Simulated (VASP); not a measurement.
Wanted: the native input for a VASP 6.6.1 run.

```
Task                   : single point
Functional             : r2SCAN
Potentials or basis    : VASP PAW PBE potentials, release 64 (B, As)
Cutoff                 : 520 eV
k mesh                 : 12 × 12 × 12
Occupations            : gaussian, width 0.05 eV
Spin                   : no spin polarisation
Dipole correction      : no
Further INCAR settings : ALGO = Normal; EDIFF = 1e-07; NBANDS = 11
```

Crystal: BAs.

```
B As
1.0
     0.00000    2.59845    2.02679
     2.59845    0.00000    2.02679
     2.59845    2.59845    0.00000
B As
1 1
Cartesian
  0.0000 0.0000 0.0000
  3.8977 3.8977 3.0402
```

This cell differs from its parent crystal: ratio of the length along z to the lengths across it x 0.78, volume and fractional coordinates fixed.

The input as run:

POSCAR

```
BAs
1.0
    0.0000000000      2.5984514512      2.0267921320
    2.5984514512      0.0000000000      2.0267921320
    2.5984514512      2.5984514512      0.0000000000
B As
1 1
Direct
    0.0000000000      0.0000000000      0.0000000000
    0.7500000000      0.7500000000      0.7500000000
```

INCAR.step1

```
SYSTEM = BAs
PREC = Accurate
ENCUT = 520
ISMEAR = 0
SIGMA = 0.05
LREAL = .False.
LASPH = .True.
NELM = 80
NBANDS = 11
GGA = PE
ALGO = Normal
EDIFF = 1E-4
LWAVE = .True.
LCHARG = .False.
```

INCAR.step2

```
SYSTEM = BAs
PREC = Accurate
ENCUT = 520
EDIFF = 1E-7
ISMEAR = 0
SIGMA = 0.05
LREAL = .False.
LASPH = .True.
NELM = 80
ALGO = Normal
ISIF = 2
LWAVE = .False.
LCHARG = .True.
METAGGA = R2SCAN
LMIXTAU = .True.
LELF = .True.
LVHAR = .True.
NBANDS = 11
ISTART = 1
```

KPOINTS

```
regular mesh
0
Gamma
  12 12 12
  0 0 0
```

Potentials or basis: VASP PAW PBE potentials, release 64 (B, As).

Launch:

```console
$ cat potpaw_PBE.64/B/POTCAR potpaw_PBE.64/As/POTCAR > POTCAR
$ cp INCAR.step1 INCAR
$ mpirun -np 1 vasp_std > vasp.out
$ cp INCAR.step2 INCAR
$ mpirun -np 1 vasp_std > vasp.out
```

Results of the run:

| Quantity | Value |
| --- | --- |
| Pressure | -1.1 GPa |
| Band gap on the k mesh | zero (bands 4 and 5 overlap by 2.02 eV) |

Caveat: the PAW data sets were made with another functional, which shifts forces and pressure a little.

Run time: 2.3 min on 1 thread of Intel(R) Xeon(R) Platinum 8488C (Sapphire Rapids), on a shared host, peak memory 0.2 GiB.
